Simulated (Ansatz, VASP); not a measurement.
## One calculation of Re, two programs

File INCAR:

```
SYSTEM = Re
PREC = Accurate
ENCUT = 520
EDIFF = 1E-7
ISMEAR = -1
SIGMA = 0.08
LREAL = .FALSE.
LASPH = .TRUE.
NELM = 100
ALGO = Normal
ISIF = 2
LWAVE = .FALSE.
LCHARG = .FALSE.
GGA = PE
NBANDS = 10
```

The input KPOINTS:

```
regular mesh
0
G
  16 16 15
  0 0 0
```

Contents of POSCAR:

```
Re
1.0
    2.3851946910      0.0000000000      0.0000000000
   -1.1925973455      2.0656391954      0.0000000000
    0.0000000000      0.0000000000      2.1556342890
Re
1
Direct
    0.0000000000      0.0000000000      0.0000000000
```

Input for Ansatz:

```yaml
crystal:
  lattice:
    - [2.385194691, 0.0, 0.0]
    - [-1.1925973455, 2.0656391954, 0.0]
    - [0.0, 0.0, 2.155634289]
  atoms:
    - { symbol: Re, position: [0.0, 0.0, 0.0] }
kpoints:
  mp_grid: { grid: [16, 16, 15] }
scf:
  occupations: { method: fermi_dirac, width: 0.08 }
hamiltonian:
  xc: pbe
  pseudopotentials: { kind: paw }
output:
  forces: true
  stress: true
  eigenvalues: true
  populations: true
```

Change from the starting cell: volume scaled by 0.65, PAW files.

Alike in both runs: task single point; functional PBE; k mesh 16 × 16 × 15; occupations fermi-dirac, width 0.08 eV; no spin polarisation.

|  | VASP | Ansatz |
| --- | --- | --- |
| version | VASP 6.6.1 | Ansatz 0.2.0 |
| potentials or method | VASP PAW PBE potentials, release 64 (Re) | PAW with Ansatz's default frozen-core files, scalar-relativistic |
| plane-wave cutoff (eV) | 520 | 420 |
| valence electrons in the cell | 7 | 15 |

```tsv
	VASP	Ansatz	Ansatz less VASP
pressure (GPa)	301.9	306.0	+4.09
traceless stress, the component that is largest in VASP (GPa)	-22.50	-0.09	+22.409
```

Both programs put the cell under a high pressure, so it lies far from rest at this level. The functional is the same, so the differences come from potentials, cutoffs and numerics. VASP's potentials hold 7 valence electrons a cell and Ansatz's 15, so a difference there can come from the potentials and not from the codes.

Spin-orbit coupling is off throughout. Noted on VASP's run: the cell as given lies far from equilibrium.
